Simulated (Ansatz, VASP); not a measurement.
**CdSe in VASP and in Ansatz**

The input INCAR:

```
SYSTEM = CdSe
PREC = Accurate ; ENCUT = 520
EDIFF = 1E-6 ; ISMEAR = 0
SIGMA = 0.05 ; LREAL = .False.
LASPH = .True. ; NELM = 100
ALGO = Normal ; ISIF = 2
LWAVE = .False. ; LCHARG = .False.
GGA = PE ; NBANDS = 16
```

File KPOINTS:

```
regular mesh
0
Gamma
  10 10 10
  0 0 0
```

File POSCAR:

```
CdSe
1.0
    0.0000000000      3.0984146735      3.0984146735
    3.0984146735      0.0000000000      3.0984146735
    3.0984146735      3.0984146735      0.0000000000
Cd Se
1 1
Direct
    0.0000000000      0.0000000000      0.0000000000
    0.7500000000      0.7500000000      0.7500000000
```

Input for Ansatz:

```yaml
crystal:
  lattice:
    - [0.0, 3.0984146735, 3.0984146735]
    - [3.0984146735, 0.0, 3.0984146735]
    - [3.0984146735, 3.0984146735, 0.0]
  atoms:
    - { symbol: Cd, position: [0.0, 0.0, 0.0] }
    - { symbol: Se, position: [0.75, 0.75, 0.75] }
basis:
  ecutwfc: 420
kpoints:
  mp_grid: { grid: [10, 10, 10] }
hamiltonian:
  xc: pbe
scf:
  occupations: { method: gaussian, width: 0.05 }
output:
  forces: true
  stress: true
  eigenvalues: true
```

Alike in both runs: task single point; functional PBE; k mesh 10 × 10 × 10; occupations gaussian, width 0.05 eV; no spin polarisation.

|  | VASP | Ansatz |
| --- | --- | --- |
| version | VASP 6.6.1 | Ansatz 0.2.0 |
| potentials or method | VASP PAW PBE potentials, release 64 (Cd, Se), cutoff 520 eV | scalar-relativistic, plane waves, PAW |
| valence electrons in the cell | 18 | 36 |

```csv
,VASP,Ansatz,Ansatz less VASP
gap on the k mesh at the Fermi level (eV),0.49,0.49,+0.001
least direct gap on the mesh (eV),0.49,0.49,+0.001
pressure (GPa),0.2,0.0,-0.25
```

The functional is the same, so the differences come from potentials, cutoffs and numerics. VASP's potentials hold 18 valence electrons a cell and Ansatz's 36, so a difference there can come from the potentials and not from the codes.
